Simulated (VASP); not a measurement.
# SnSe2 (P-3m1) in VASP: notebook

The runs below take SnSe2 through single point, relaxation of cell and atoms, with PBE+D3(BJ).

All numbers are computed with VASP 6.6.1; they aren't measurements. Logs are shortened: lines on timing, memory, paths and dates and some standing lists are left out, and cuts for length are marked.

**1. The cell of the first run**

It takes space group P-3m1 (No. 164, trigonal). Conventional cell: a = 3.840 Å, b = 3.840 Å, c = 6.005 Å, α = 90.00°, β = 90.00°, γ = 120.00°. Sn (site symmetry -3m) has 6 Se at 2.73 Å within 3.6 Å. Se (site symmetry 3m) has 3 Sn at 2.73 Å and 3 Se at 3.58 Å within 3.6 Å.

**2. Single point, PBE+D3(BJ)**

Input file INCAR:

```
PREC     = Accurate       # precision mode
ENCUT    = 520            # plane-wave cutoff, eV
EDIFF    = 1E-7           # SCF threshold, eV
ISMEAR   = 0              # smearing method
SIGMA    = 0.02           # smearing width, eV
LREAL    = F              # projectors in reciprocal space
LASPH    = T              # aspherical terms in the spheres
NELM     = 100            # most SCF steps
ALGO     = Normal         # electronic algorithm
ISIF     = 2              # what is computed and relaxed
LWAVE    = F              # write WAVECAR
LCHARG   = T              # write CHGCAR
GGA      = PE             # functional
IVDW     = 12             # dispersion correction
LELF     = T              # ELF
LVHAR    = T            
NBANDS   = 20             # bands
```

Input file KPOINTS:

```
Automatic mesh
0
Gamma
  9 9 4
```

Input file POSCAR:

```
SnSe2
1.0
    3.8398818188      0.0000002885      0.0000000000
   -1.9199411593      3.3254350583      0.0000000000
    0.0000000000      0.0000000000      6.0046423892
Sn Se
1 2
Direct
    0.0000000000      0.0000000000      0.0000000000
    0.6666666667      0.3333333333      0.7345620156
    0.3333333333      0.6666666667      0.2654379844
```

Potentials or basis: VASP PAW PBE potentials, release 64 (Sn_d, Se).

Started as:

```console
cat potpaw_PBE.64/Sn_d/POTCAR potpaw_PBE.64/Se/POTCAR > POTCAR
mpirun -np 1 vasp_std > vasp.out
```

OUTCAR:

```text
PREC = Accurate
   ENCUT = 520
   EDIFF = 1E-7
   ISMEAR = 0
   LREAL = F
   LASPH = T
   NELM = 100
   ISIF = 2
   GGA = PE
   IVDW = 12
 IVDW          = 12

 ion  position               nearest neighbor table
   1  0.000  0.000  0.000-   2 2.73   3 2.73   3 2.73   2 2.73   2 2.73   3 2.73
   2  0.667  0.333  0.735-   1 2.73   1 2.73   1 2.73
   3  0.333  0.667  0.265-   1 2.73   1 2.73   1 2.73

  LATTYP: Found a hexagonal cell.
 ALAT       =     3.8398818188
 C/A-ratio  =     1.5637570823

  Lattice vectors:

 A1 = (   3.8398818188,   0.0000002885,   0.0000000000)
 A2 = (  -1.9199411593,   3.3254350583,   0.0000000000)
 A3 = (   0.0000000000,   0.0000000000,   6.0046423892)

Analysis of symmetry for initial positions (statically):
=====================================================================
 Subroutine PRICEL returns:
 Original cell was already a primitive cell.

 Routine SETGRP: Setting up the symmetry group for a
 hexagonal supercell.

 Subroutine GETGRP returns: Found 12 space group operations
 (whereof 12 operations were pure point group operations)
 out of a pool of 24 trial point group operations.

The static configuration has the point symmetry D_3d.

Analysis of symmetry for dynamics (positions and initial velocities):
=====================================================================
 Subroutine PRICEL returns:
 Original cell was already a primitive cell.

 Routine SETGRP: Setting up the symmetry group for a
 hexagonal supercell.

 Subroutine GETGRP returns: Found 12 space group operations
 (whereof 12 operations were pure point group operations)
 out of a pool of 24 trial point group operations.

The dynamic configuration has the point symmetry D_3d.

 Subroutine INISYM returns: Found 12 space group operations
 (whereof 12 operations are pure point group operations),
 and found     1 'primitive' translations

----------------------------------------------------------------------------------------

                                     Primitive cell

  volume of cell :      76.6749

  direct lattice vectors                    reciprocal lattice vectors
     3.839881819  0.000000289  0.000000000     0.260424670  0.150356280  0.000000000
    -1.919941159  3.325435058  0.000000000    -0.000000023  0.300712520  0.000000000
     0.000000000  0.000000000  6.004642389     0.000000000  0.000000000  0.166537811

  length of vectors
     3.839881819  3.839881819  6.004642389     0.300712520  0.300712520  0.166537811

  position of ions in fractional coordinates (direct lattice)
     0.000000000  0.000000000  0.000000000
     0.666666667  0.333333333  0.734562016
     0.333333333  0.666666667  0.265437984

  ion indices of the primitive-cell ions
   primitive index   ion index
                 1           1
                 2           2
                 3           3

----------------------------------------------------------------------------------------

 KPOINTS: Automatic mesh

Automatic generation of k-mesh.
 Grid dimensions read from file:
 generate k-points for:    9    9    4

 Generating k-lattice:

  Cartesian coordinates                     Fractional coordinates (reciprocal lattice)
     0.028936074  0.016706253  0.000000000     0.111111111  0.000000000  0.000000000
    -0.000000003  0.033412502  0.000000000     0.000000000  0.111111111  0.000000000
     0.000000000  0.000000000  0.041634453     0.000000000  0.000000000  0.250000000

  Length of vectors
     0.033412502  0.033412502  0.041634453

  Shift w.r.t. Gamma in fractional coordinates (k-lattice)
     0.000000000  0.000000000  0.000000000

 Subroutine IBZKPT returns following result:
 ===========================================

 Found     43 irreducible k-points:

 Following reciprocal coordinates:
            Coordinates               Weight
  0.000000  0.000000  0.000000      1.000000
  0.111111  0.000000  0.000000      6.000000
  0.222222 -0.000000  0.000000      6.000000
  0.333333  0.000000  0.000000      6.000000
  0.444444 -0.000000  0.000000      6.000000
  0.111111  0.111111  0.000000      6.000000
[... 16 lines left out ...]
  0.222222  0.111111  0.250000     12.000000
 -0.111111  0.333333  0.250000     12.000000
 [... further k-points ...]
   k-points           NKPTS =     43   k-points in BZ     NKDIM =     43   number of bands    NBANDS=     20
   number of dos      NEDOS =    301   number of ions     NIONS =      3
   total plane-waves  NPLWV =  43200
   dimension x,y,z NGX =    30 NGY =   30 NGZ =   48
   dimension x,y,z NGXF=    60 NGYF=   60 NGZF=   96
   ions per type =               1   2
   NGX,Y,Z   is equivalent  to a cutoff of  12.99, 12.99, 13.29 a.u.
   NGXF,Y,Z  is equivalent  to a cutoff of  25.98, 25.98, 26.58 a.u.
 SYSTEM =  unknown system
   PREC   = accura    normal or accurate (medium, high low for compatibility)
   ISTART =      0    job   : 0-new  1-cont  2-samecut
   ICHARG =      2    charge: 1-file 2-atom 10-const
   ISPIN  =      1    spin polarized calculation?
   LNONCOLLINEAR =      F non collinear calculations
   LSORBIT =      F    spin-orbit coupling
   LASPH  =      T    aspherical Exc in radial PAW
   ENCUT  =  520.0 eV  38.22 Ry    6.18 a.u.   7.14  7.14 11.16*2*pi/ulx,y,z
   NELM   =    100;   NELMIN=  2; NELMDL= -5     # of ELM steps
   EDIFF  = 0.1E-06   stopping-criterion for ELM
   LREAL  =      F    real-space projection
   EDIFFG = 0.1E-05   stopping-criterion for IOM
   NSW    =      0    number of steps for IOM
   IBRION =     -1    ionic relax: 0-MD 1-quasi-New 2-CG
   NFREE  =      0    steps in history (QN), initial steepest desc. (CG)
   ISIF   =      2    stress and relaxation
   ISYM   =      2    0-nonsym 1-usesym 2-fastsym
   POTIM  = 0.5000    time-step for ionic-motion
   TEBEG  =    0.0;   TEEND  =   0.0 temperature during run
   PSTRESS=    0.0 pullay stress
   NELECT =      26.0000    total number of electrons
   NUPDOWN=      -1.0000    fix difference up-down
   EMIN   =  10.00;   EMAX   =-10.00  energy-range for DOS
   EFERMI =   0.00;   METHOD = LEGACY
   ISMEAR =     0;   SIGMA  =   0.02  broadening in eV -4-tet -1-fermi 0-gaus
   EFERMI_NEDOS =   21; number of points for ismear=-14 and -15
   IALGO  =     38    algorithm
   IMIX   =      4    mixing-type and parameters
     AMIX     =   0.40;   BMIX     =  1.00
     AMIX_MAG =   1.60;   BMIX_MAG =  1.00
  volume/ion in A,a.u.               =      25.56       172.48
  Fermi-wavevector in a.u.,A,eV,Ry     =   1.141602  2.157315 17.731867  1.303255
  Thomas-Fermi vector in A             =   2.278302
   LORBIT       =      0    0 simple, 1 ext, 2 COOP (PROOUT), +10 PAW based schemes
   GGA     = PE    functional components
   LHFCALC =     F    Hartree Fock is set to
   AEXX    =    0.0000 exact exchange contribution
   IVDW    =    12    specifies the selected vdW correction
   LEPSILON=     F    determine dielectric tensor
   LRPA    =     F    only Hartree local field effects (RPA)
 non-spin polarized calculation
 Gauss-broadening in eV      SIGMA  =   0.02
  energy-cutoff  :      520.00
  volume of cell :       76.67
 maximum number of plane-waves:      2085
 NGX is ok and might be reduce to    30
   NGX = 15   NGY = 15   NGZ = 23

 number of electron      26.0000002 magnetization

 Free energy of the ion-electron system (eV)
  ---------------------------------------------------
  ext. energy  EPLUGINS =         0.00000000
  ---------------------------------------------------
  free energy    TOTEN  =       -11.80549799 eV

  energy without entropy =      -11.80549799  energy(sigma->0) =      -11.80549799

 E-fermi :   4.5223     XC(G=0):  -9.5676

 val. band max:        4.4197539630   @ k =   0.1111   0.0000   0.0000
 cond. band min:       4.9256164483   @ k =   0.0000   0.4444   0.2500
 fundamental gap:      0.5058624853
 Fermi energy:         4.5222717658

 k-point     1 :       0.0000    0.0000    0.0000
  band No.  band energies     occupation
      1     -16.9664      2.00000
      2     -16.9664      2.00000
      3     -16.9326      2.00000
      4     -16.9213      2.00000
      5     -16.9213      2.00000
      6      -9.5070      2.00000
[... 12 lines left out ...]
     19      13.3123      0.00000
     20      13.3124      0.00000

 k-point     2 :       0.1111    0.0000    0.0000
  band No.  band energies     occupation
      1     -16.9710      2.00000
      2     -16.9622      2.00000
      3     -16.9296      2.00000
      4     -16.9240      2.00000
      5     -16.9209      2.00000
      6      -9.3898      2.00000
[... 12 lines left out ...]
     19      12.5923      0.00000
     20      13.3860      0.00000

 k-point     3 :       0.2222   -0.0000    0.0000
  band No.  band energies     occupation
      1     -16.9843      2.00000
      2     -16.9532      2.00000
      3     -16.9319      2.00000
      4     -16.9194      2.00000
      5     -16.9181      2.00000
      6      -9.0531      2.00000
[... 12 lines left out ...]
     19      12.3329      0.00000
     20      13.7039      0.00000

 k-point     4 :       0.3333    0.0000    0.0000
  band No.  band energies     occupation
      1     -17.0009      2.00000
      2     -16.9474      2.00000
      3     -16.9385      2.00000
      4     -16.9105      2.00000
      5     -16.9086      2.00000
      6      -8.5562      2.00000
[... 12 lines left out ...]
     19      13.2609      0.00000
     20      14.5009      0.00000

 k-point     5 :       0.4444   -0.0000    0.0000
  band No.  band energies     occupation
      1     -17.0122      2.00000
      2     -16.9459      2.00000
      3     -16.9424      2.00000
      4     -16.9032      2.00000
      5     -16.9015      2.00000
      6      -8.0654      2.00000
[... 12 lines left out ...]
     19      14.3204      0.00000
     20      15.2845      0.00000
[... 353 lines left out ...]
      6      -7.9947      2.00000
[... 12 lines left out ...]
     19      13.3364      0.00000
     20      15.3429      0.00000

 k-point    22 :       0.1111    0.1111    0.2500
  band No.  band energies     occupation
      1     -16.9785      2.00000
      2     -16.9574      2.00000
      3     -16.9282      2.00000
      4     -16.9251      2.00000
      5     -16.9179      2.00000
      6      -9.0444      2.00000
[... 12 lines left out ...]
     19      12.3917      0.00000
     20      12.9063      0.00000

 k-point    23 :       0.2222    0.1111    0.2500
  band No.  band energies     occupation
      1     -16.9913      2.00000
      2     -16.9529      2.00000
      3     -16.9336      2.00000
      4     -16.9200      2.00000
      5     -16.9088      2.00000
      6      -8.6336      2.00000
[... 12 lines left out ...]
     19      12.5476      0.00000
     20      13.5343      0.00000

 k-point    24 :      -0.1111    0.3333    0.2500
  band No.  band energies     occupation
      1     -16.9913      2.00000
      2     -16.9529      2.00000
      3     -16.9336      2.00000
      4     -16.9199      2.00000
      5     -16.9088      2.00000
      6      -8.6337      2.00000
[... 12 lines left out ...]
     19      11.7621      0.00000
     20      13.3822      0.00000

 [... further k-points ...]

------------------------ aborting loop because EDIFF is reached ----------------------------------------

 Edisp (eV)   -1.09264

 E8    (eV) :    -0.4783

  FORCE on cell =-STRESS in cart. coord.  units (eV):
  Direction    XX          YY          ZZ          XY          YZ          ZX
  --------------------------------------------------------------------------------------
  -------------------------------------------------------------------------------------
  Total       0.02557     0.02557     0.03139    -0.00000    -0.00000     0.00000
  in kB       0.53427     0.53427     0.65597    -0.00000    -0.00000     0.00000
  external pressure =        0.57 kB  Pullay stress =        0.00 kB

 VOLUME and BASIS-vectors are now :
 -----------------------------------------------------------------------------
  energy-cutoff  :      520.00
  volume of cell :       76.67
      direct lattice vectors                 reciprocal lattice vectors
     3.839881819  0.000000289  0.000000000     0.260424670  0.150356280  0.000000000
    -1.919941159  3.325435058  0.000000000    -0.000000023  0.300712520  0.000000000
     0.000000000  0.000000000  6.004642389     0.000000000  0.000000000  0.166537811

 POSITION                                       TOTAL-FORCE (eV/Angst)
 -----------------------------------------------------------------------------------
      0.00000      0.00000      0.00000         0.000000     -0.000000      0.000000
      1.91994      1.10848      4.41078         0.000000      0.000000     -0.014599
     -0.00000      2.21696      1.59386        -0.000000     -0.000000      0.014599
 -----------------------------------------------------------------------------------
    total drift:                                0.000000     -0.000000      0.000000

  FREE ENERGIE OF THE ION-ELECTRON SYSTEM (eV)
  ---------------------------------------------------
  free  energy   TOTEN  =       -12.8981381995 eV

  energy  without entropy=      -12.8981381995  energy(sigma->0) =      -12.89813820
```

Run time: 59 s. Hardware: 1 thread of Intel Xeon Platinum 8559C (Emerald Rapids), shared host; peak memory 0.24 GiB.

What came out:

- Free energy: -12.8981 eV
- Pressure: 0.1 GPa
- Largest force: 0.015 eV/Å
- Band gap on the k mesh: 0.51 eV (least direct gap 0.81 eV)
- Dispersion energy per atom: -0.364 eV

Forces on the atoms (eV/Å):
```
Sn   0.000  0.000  0.000
Se   0.000  0.000 -0.015
Se   0.000  0.000  0.015
```

Caveat: semilocal functionals underestimate gaps, and a narrow one can read as zero; spin-orbit coupling is left out, which moves the levels of the heavy elements.

(Part 1 of 2 ends here.)
